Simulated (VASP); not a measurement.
Wanted: the native input for a VASP 6.6.1 run.

| Property | Result |
| --- | --- |
| Task | single point |
| Functional | r2SCAN |
| Potentials or basis | VASP PAW PBE potentials, release 64 (Ti_sv, O) |
| Cutoff | 520 eV |
| k mesh | 6 × 6 × 8 |
| Occupations | gaussian, width 0.02 eV |
| Spin | no spin polarisation |
| Hubbard terms | Ti d U = 4.0 eV |
| Dipole correction | no |
| Further INCAR settings | ALGO = Normal; EDIFF = 1e-06; NBANDS = 33 |

TiO2:

```xyz
6
Lattice="4.6663 0.0000 0.0000 0.0000 4.6663 0.0000 0.0000 0.0000 2.9662" Properties=species:S:1:pos:R:3 pbc="T T T"
Ti    2.3331    2.3331    0.0000
Ti    0.0000    0.0000    1.4831
O     3.2391    3.2391    1.4831
O     3.7603    0.9060    0.0000
O     0.9060    3.7603    0.0000
O     1.4272    1.4272    1.4831
```

This cell differs from its parent crystal: biaxial strain in the a-b plane: +1.5 %, then relaxed in part.

The input as run:

POSCAR

```
TiO2
1.0
    4.6662952931      0.0000000000      0.0000000000
    0.0000000000      4.6662952931      0.0000000000
    0.0000000000      0.0000000000      2.9662134415
Ti O
2 4
Direct
    0.5000000000      0.5000000000      0.0000000000
    0.0000000000      0.0000000000      0.5000000000
    0.6941516406      0.6941516406      0.5000000000
    0.8058483594      0.1941516406      0.0000000000
    0.1941516406      0.8058483594      0.0000000000
    0.3058483594      0.3058483594      0.5000000000
```

INCAR.step1

```
SYSTEM = TiO2
ALGO = Normal
EDIFF = 1E-4
ENCUT = 520
GGA = PE
ISMEAR = 0
LASPH = .TRUE.
LCHARG = .FALSE.
LDAU = .TRUE.
LDAUJ = 0 0
LDAUL = 2 -1
LDAUTYPE = 2
LDAUU = 4 0
LMAXMIX = 4
LREAL = .FALSE.
LWAVE = .TRUE.
NBANDS = 33
NELM = 150
PREC = Accurate
SIGMA = 0.02
```

INCAR.step2

```
SYSTEM = TiO2
ALGO = Normal
EDIFF = 1E-6
ENCUT = 520
ISIF = 2
ISMEAR = 0
ISTART = 1
LASPH = .TRUE.
LCHARG = .FALSE.
LDAU = .TRUE.
LDAUJ = 0 0
LDAUL = 2 -1
LDAUPRINT = 1
LDAUTYPE = 2
LDAUU = 4 0
LMAXMIX = 4
LMIXTAU = .TRUE.
LREAL = .FALSE.
LWAVE = .FALSE.
METAGGA = R2SCAN
NBANDS = 33
NELM = 150
PREC = Accurate
SIGMA = 0.02
```

KPOINTS

```
k-points
0
G
  6 6 8
  0 0 0
```

Potentials or basis: VASP PAW PBE potentials, release 64 (Ti_sv, O).

Run with:

```sh
$ cat potpaw_PBE.64/Ti_sv/POTCAR potpaw_PBE.64/O/POTCAR > POTCAR
$ cp INCAR.step1 INCAR
$ mpirun -np 1 vasp_std > vasp.out
$ cp INCAR.step2 INCAR
$ mpirun -np 1 vasp_std > vasp.out
```

Results of the run:

| Quantity | Value |
| --- | --- |
| Pressure | 0.9 GPa |
| Largest force | 0.188 eV/Å |
| Band gap on the k mesh | 2.76 eV (least direct gap 2.77 eV) |

Caveat: the cell differs from its parent crystal (biaxial strain in the a-b plane: +1.5 %, then relaxed in part); the PAW data sets were made with another functional, which shifts forces and pressure a little.

It took 7.9 min on 1 thread of Intel Xeon 8259CL, on a shared host, peak memory 0.23 GiB.
